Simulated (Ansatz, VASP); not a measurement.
**CdS: VASP beside Ansatz**

```
Cd S
1.0
     2.09111    1.20730    3.44459
    -2.09111    1.20730    3.44459
     0.00000   -2.41461    3.44459
Cd S
1 1
Cartesian
  0.0000 0.0000 2.9357
  0.0000 0.0000 10.7041
```

Alike in both runs: functional PBE; k mesh 4 × 4 × 4; occupations gaussian, width 0.15 eV; no spin polarisation.

Ansatz relaxed the structure, and its values are those at the end. VASP's run is a single point on that final structure, the one shown.

|  | VASP | Ansatz |
| --- | --- | --- |
| version | VASP 6.6.1 | Ansatz 0.2.0 |
| potentials or method | VASP PAW PBE potentials, release 64 (Cd, S), cutoff 500 eV | scalar-relativistic, plane waves, PAW |
| valence electrons in the cell | 18 | 26 |

```csv
,VASP,Ansatz,Ansatz less VASP
gap on the k mesh at the Fermi level (eV),1.01,1.01,-0.002
least direct gap on the mesh (eV),1.01,1.01,-0.002
pressure (GPa),0.3,0.0,-0.28
rms of the force components (eV/Å),0.015,0.015,+0.0002
```

VASP's potentials hold 18 valence electrons a cell and Ansatz's 26, so a difference there can come from the potentials and not from the codes.

The k mesh is coarse, so the values compare programs but aren't converged.
